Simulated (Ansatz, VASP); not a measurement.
## NbSiO4 in VASP and in Ansatz

```
Nb Si O
1.0
     0.00000    3.12204    3.12204
     3.12204    0.00000    3.12204
     3.12204    3.12204    0.00000
Nb Si O
1 1 4
Cartesian
  4.6831 4.6831 4.6831
  0.0000 0.0000 0.0000
  2.3443 3.8998 3.8998
  2.3443 2.3443 2.3443
  3.8998 2.3443 3.8998
  3.8998 3.8998 2.3443
```

Change from the starting cell: species swapped into the HoCdCu4 type (F-43m, No. 216).

Alike in both runs: functional PBE; k mesh 6 × 6 × 6; occupations gaussian, width 0.1 eV; collinear spin.

Ansatz relaxed the structure, and its values are those at the end. VASP's run is a single point on that final structure, the one shown.

|  | VASP | Ansatz |
| --- | --- | --- |
| version | VASP 6.6.1 | Ansatz 0.2.0 |
| potentials or method | VASP PAW PBE potentials, release 64 (Nb_sv, Si, O), cutoff 520 eV | scalar-relativistic, plane waves, PAW |
| valence electrons in the cell | 41 | 41 |

VASP gave:

```
gap on the k mesh at the Fermi level (eV)                     : none
pressure (GPa)                                                : -0.2
net moment per atom (μB)                                      : 0.40
size of the moment on the site where the two differ most (μB) : 0.49
```

Which values does Ansatz return?

gap on the k mesh at the Fermi level (eV): none; pressure (GPa): 0.0; net moment per atom (μB): 0.40; size of the moment on the site where the two differ most (μB): 0.54.

Site moments also hang on the region over which each program counts them. A gap of «none» marks a metal or a gap that the smearing closes. The functional is the same, so the differences come from potentials, cutoffs and numerics. Ansatz's warnings: no starting moments.
